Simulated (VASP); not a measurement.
Input of a VASP 6.6.1 run:

INCAR

```
SYSTEM = NiO
PREC = Accurate
ENCUT = 520
EDIFF = 1E-7
ISMEAR = 0
SIGMA = 0.05
LREAL = .False.
LASPH = .True.
NELM = 150
ALGO = Normal
ISIF = 2
LWAVE = .False.
LCHARG = .True.
MAGMOM = 0 0 1.63 0 0 0
LORBIT = 11
LSORBIT = .True.
GGA_COMPAT = .False.
LORBMOM = .True.
LMAXMIX = 4
GGA = PE
LVHAR = .True.
NBANDS = 28
```

KPOINTS

```
regular mesh
0
Gamma
  14 14 14
  0 0 0
```

Contents of POSCAR:

```
NiO
1.0
    0.0000000000      2.0943413187      2.0943413187
    2.0943413187      0.0000000000      2.0943413187
    2.0943413187      2.0943413187      0.0000000000
Ni O
1 1
Direct
    0.0000000000      0.0000000000      0.0000000000
    0.5000000000      0.5000000000      0.5000000000
```

Potentials or basis: VASP PAW PBE potentials, release 64 (Ni, O).

Launch:

```bash
$ cat potpaw_PBE.64/Ni/POTCAR potpaw_PBE.64/O/POTCAR > POTCAR
$ mpirun -np 1 vasp_ncl > vasp.out
```

(1) Predict the pressure.

(2) Estimate the net moment.

Results:

(1) 2.9 GPa.

(2) 1.71 μB per cell.

Caveat: a cell with one magnetic atom can't hold antiferromagnetic order, which such compounds often take.
